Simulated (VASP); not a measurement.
Wanted: the native input for a VASP 6.6.1 run.

```yaml
Task: single point
Functional: LDA
Potentials_or_basis: VASP PAW LDA potentials, release 64 (O, Mg, In_d)
Cutoff: 520 eV
k_mesh: 2 × 2 × 2, shifted
Occupations: fermi-dirac, width 0.05 eV
Spin: no spin polarisation
Dipole_correction: no
Further_INCAR_settings: LREAL = Auto; ALGO = Normal; EDIFF = 1e-07; NBANDS = 57
```

The structure of Mg3InO4 (a cell with a defect) lies in POSCAR:

```
Mg3InO4
1.0
    8.4288080000      0.0000000000      0.0000000000
    0.0000000000      4.2144040000      0.0000000000
    0.0000000000      0.0000000000      4.2144040000
O Mg In
8 6 2
Direct
    0.2455590000      0.0012870000      0.9886680000
    0.7541830000      0.0017430000      0.9882260000
    0.9986440000      0.4972340000      0.0146490000
    0.4908090000      0.4948110000      0.0039530000
    0.0071360000      0.0117080000      0.4924920000
    0.4950970000      0.9994380000      0.4795980000
    0.2500030000      0.5015790000      0.5028240000
    0.7587640000      0.4839940000      0.5202750000
    0.9969700000      0.0163200000      0.9680060000
    0.2342100000      0.4858490000      0.0053370000
    0.7536820000      0.5452260000      0.9888690000
    0.2361350000      0.9946640000      0.4913360000
    0.7431670000      0.0115290000      0.4985280000
    0.0022710000      0.5277950000      0.5122710000
    0.4963720000      0.0146490000      0.0158720000
    0.4912350000      0.5272680000      0.5217170000
```

The input as run:

INCAR

```
PREC = Accurate
ENCUT = 520
EDIFF = 1E-7
ISMEAR = -1
SIGMA = 0.05
LREAL = Auto
LASPH = T
NELM = 100
ALGO = Normal
ISIF = 2
LWAVE = F
LCHARG = F
NBANDS = 57
```

KPOINTS

```
Automatic mesh
0
Gamma
  2 2 2
  0.5 0.5 0.5
```

Potentials or basis: VASP PAW LDA potentials, release 64 (O, Mg, In_d).

Command:

```bash
$ cat potpaw_LDA.64/O/POTCAR potpaw_LDA.64/Mg/POTCAR potpaw_LDA.64/In_d/POTCAR > POTCAR
$ mpirun -np 1 vasp_std > vasp.out
```

It gave:

```
Pressure               : 29.8 GPa
Largest force          : 3.345 eV/Å
Band gap on the k mesh : 2.00 eV
```

Caveat: the k points lie up to 0.75 Å⁻¹ apart; spin-orbit coupling is left out, which moves the levels of the heavy elements.

It took 75 s on 1 thread of Intel Xeon 8259CL, on a shared host, peak memory 0.21 GiB.
